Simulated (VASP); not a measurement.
# HfO2 (P-3m1) in VASP: notebook, part 2 of 2

VASP 6.6.1.

### Step 3. Single point, PBEsol

This run uses another cell than the first one, of 15.36 Å³/atom.

The input, INCAR:

```
PREC     = Accurate       # precision mode
ENCUT    = 520            # plane-wave cutoff, eV
EDIFF    = 1E-6           # SCF threshold, eV
ISMEAR   = -1             # smearing method
SIGMA    = 0.02           # smearing width, eV
LREAL    = F              # projectors in reciprocal space
LASPH    = T              # aspherical terms in the spheres
NELM     = 100            # most SCF steps
ALGO     = Normal         # electronic algorithm
ISIF     = 2              # what is computed and relaxed
LWAVE    = F              # write WAVECAR
LCHARG   = F              # write CHGCAR
GGA      = PS             # functional
NBANDS   = 18             # bands
```

The input, KPOINTS:

```
regular mesh
0
Gamma
  8 8 4
```

The input, POSCAR:

```
HfO2
1.0
    3.2193833919      0.0000000000      0.0000000000
   -1.6096916959      2.7880678019      0.0000000000
    0.0000000000      0.0000000000      5.1351949963
Hf O
1 2
Direct
    0.0000000000      0.0000000000      0.0000000000
    0.3333333333      0.6666666667      0.1878881719
    0.6666666667      0.3333333333      0.8121118281
```

Potentials or basis: VASP PAW PBE potentials, release 64 (Hf_pv, O).

On the command line:

```sh
> cat potpaw_PBE.64/Hf_pv/POTCAR potpaw_PBE.64/O/POTCAR > POTCAR
> mpirun -np 1 vasp_std > vasp.out
```

OUTCAR:

```text
PREC = Accurate
   ENCUT = 520
   EDIFF = 1E-6
   ISMEAR = -1
   LREAL = F
   LASPH = T
   NELM = 100
   ISIF = 2
   GGA = PS

 ion  position               nearest neighbor table
   1  0.000  0.000  0.000-   2 2.09   3 2.09   2 2.09   3 2.09   3 2.09   2 2.09
   2  0.333  0.667  0.188-   1 2.09   1 2.09   1 2.09
   3  0.667  0.333  0.812-   1 2.09   1 2.09   1 2.09

  LATTYP: Found a hexagonal cell.
 ALAT       =     3.2193833919
 C/A-ratio  =     1.5950865030

  Lattice vectors:

 A1 = (   3.2193833919,   0.0000000000,   0.0000000000)
 A2 = (  -1.6096916959,   2.7880678019,   0.0000000000)
 A3 = (   0.0000000000,   0.0000000000,   5.1351949963)

Analysis of symmetry for initial positions (statically):
=====================================================================
 Subroutine PRICEL returns:
 Original cell was already a primitive cell.

 Routine SETGRP: Setting up the symmetry group for a
 hexagonal supercell.

 Subroutine GETGRP returns: Found 12 space group operations
 (whereof 12 operations were pure point group operations)
 out of a pool of 24 trial point group operations.

[... 162 lines left out ...]

 E-fermi :   0.3086     XC(G=0):  -9.6552

 val. band max:       -0.1112342300   @ k =   0.1250   0.1250   0.0000
 cond. band min:       4.6342187801   @ k =   0.5000   0.0000   0.0000
 fundamental gap:      4.7454530101
 Fermi energy:         0.3085599250

 k-point     1 :       0.0000    0.0000    0.0000
  band No.  band energies     occupation
      1     -29.0698      2.00000
      2     -28.5821      2.00000
      3     -28.5821      2.00000
      4     -17.2541      2.00000
      5     -15.2249      2.00000
      6      -3.8168      2.00000
[... 481 lines left out ...]
      5     -15.7018      2.00000
      6      -3.5950      2.00000
[... 10 lines left out ...]
     17      11.5359      0.00000
     18      13.3133      0.00000

 [... further k-points ...]

------------------------ aborting loop because EDIFF is reached ----------------------------------------

  FORCE on cell =-STRESS in cart. coord.  units (eV):
  Direction    XX          YY          ZZ          XY          YZ          ZX
  --------------------------------------------------------------------------------------
  -------------------------------------------------------------------------------------
  Total       -0.7155203     -0.7155203     -0.3962946     -0.0000000      0.0000000     -0.0000000
  in kB      -24.8713611    -24.8713611    -13.7751330     -0.0000000      0.0000000     -0.0000000
  external PRESSURE =     -21.1726184 kB  Pullay stress =       0.0000000 kB

 VOLUME and BASIS-vectors are now :
 -----------------------------------------------------------------------------
  energy-cutoff  :      520.00
  volume of cell :       46.09
      direct lattice vectors                 reciprocal lattice vectors
     3.219383392  0.000000000  0.000000000     0.310618488  0.179335667  0.000000000
    -1.609691696  2.788067802  0.000000000     0.000000000  0.358671335  0.000000000
     0.000000000  0.000000000  5.135194996     0.000000000  0.000000000  0.194734572

 POSITION                                       TOTAL-FORCE (eV/Angst)
 -----------------------------------------------------------------------------------
      0.00000      0.00000      0.00000         0.000000      0.000000      0.000000
     -0.00000      1.85871      0.96484        -0.000000      0.000000     -0.193701
      1.60969      0.92936      4.17035         0.000000     -0.000000      0.193701
 -----------------------------------------------------------------------------------
    total drift:                               -0.000000      0.000000      0.000000

  FREE ENERGIE OF THE ION-ELECTRON SYSTEM (eV)
  ---------------------------------------------------
  free  energy   TOTEN  =       -31.0154070554 eV

  energy  without entropy=      -31.0154070554  energy(sigma->0) =      -31.01540706
```

OSZICAR:

```text
N       E                     dE             d eps       ncg     rms          rms(c)
DAV:   1     0.107413019289E+03    0.10741E+03   -0.12278E+04  1260   0.116E+03
DAV:   2    -0.304119180946E+02   -0.13782E+03   -0.13377E+03  1632   0.289E+02
DAV:   3    -0.358852899760E+02   -0.54734E+01   -0.54536E+01  1558   0.530E+01
DAV:   4    -0.359290619590E+02   -0.43772E-01   -0.43753E-01  1672   0.526E+00
DAV:   5    -0.359295851138E+02   -0.52315E-03   -0.52313E-03  1480   0.509E-01    0.592E+01
DAV:   6    -0.312336483349E+02    0.46959E+01   -0.19731E+01  1300   0.309E+01    0.488E+01
DAV:   7    -0.310568030968E+02    0.17685E+00   -0.12965E+00  1372   0.876E+00    0.267E+01
DAV:   8    -0.310265571021E+02    0.30246E-01   -0.21657E-01  1490   0.378E+00    0.595E+00
DAV:   9    -0.310145534770E+02    0.12004E-01   -0.31583E-02  1346   0.155E+00    0.309E+00
DAV:  10    -0.310153475370E+02   -0.79406E-03   -0.29656E-03  1506   0.408E-01    0.346E-01
DAV:  11    -0.310153290884E+02    0.18449E-04   -0.17679E-04  1580   0.107E-01    0.603E-02
DAV:  12    -0.310154060794E+02   -0.76991E-04   -0.80698E-05  1342   0.545E-02    0.437E-02
DAV:  13    -0.310154070554E+02   -0.97601E-06   -0.17574E-06  1462   0.110E-02
   1 F= -.31015407E+02 E0= -.31015407E+02  d E =-.209777E-10
```

stdout:

```text
POSCAR found type information on POSCAR HfO
 POSCAR found :  2 types and       3 ions
 scaLAPACK will be used
 -----------------------------------------------------------------------------
|                                                                             |
|                                                                             |
|     You enforced a specific xc type in the INCAR file but a different       |
|     I HOPE YOU KNOW WHAT YOU ARE DOING!                                     |
|                                                                             |
 -----------------------------------------------------------------------------

 LDA part: xc-table for (Slater+PW92), standard interpolation
 POSCAR, INCAR and KPOINTS ok, starting setup
 FFT: planning ... GRIDC
 FFT: planning ... GRID_SOFT
 FFT: planning ... GRID
 WAVECAR not read
 entering main loop
```

It took 24 s on 1 thread of Intel Xeon 8259CL, shared host; peak memory 0.17 GiB.

Results:

```
Free energy            : -31.0154 eV
Pressure               : -2.1 GPa
Largest force          : 0.194 eV/Å
Band gap on the k mesh : 4.75 eV (least direct gap 5.01 eV)
```

Forces in eV/Å, atoms in the order of the input:
```
Hf   0.000  0.000  0.000
O    0.000  0.000 -0.194
O    0.000  0.000  0.194
```

Stress tensor (GPa, compression positive):
```
-2.49  0.00  0.00
 0.00 -2.49  0.00
 0.00  0.00 -1.38
```

Caveat: the PAW data sets were made with another functional, which shifts forces and pressure a little; spin-orbit coupling is left out, which moves the levels of the heavy elements. A k mesh can miss the band edges.
